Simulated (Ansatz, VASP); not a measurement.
# Ta in VASP and in Ansatz

```xyz
1
Lattice="-1.6678 1.6678 1.6513 1.6678 -1.6678 1.6513 1.6678 1.6678 -1.6513" Properties=species:S:1:pos:R:3 pbc="T T T"
Ta    0.0000    0.0000    0.0000
```

Change from the starting cell: equal xx and yy strain of +1 %.

Alike in both runs: task single point; functional PBEsol; k mesh 17 × 17 × 17; occupations fermi-dirac, width 0.08 eV; no spin polarisation.

|  | VASP | Ansatz |
| --- | --- | --- |
| version | VASP 6.6.1 | Ansatz 0.2.0 |
| potentials or method | VASP PAW PBE potentials, release 64 (Ta_pv), cutoff 520 eV | all-electron LAPW, scalar-relativistic |

Ansatz gave:

- pressure (GPa): -7.5
- traceless stress, the component that is largest in VASP (GPa): 0.64

**Question.** Estimate VASP's values.

**Answer.** Pressure (GPa): -7.4; traceless stress, the component that is largest in VASP (GPa): 0.63.

VASP's potentials were made for PBE, not for PBEsol. Ansatz ran all-electron here, and VASP with PAW potentials.

Spin-orbit coupling is off throughout.
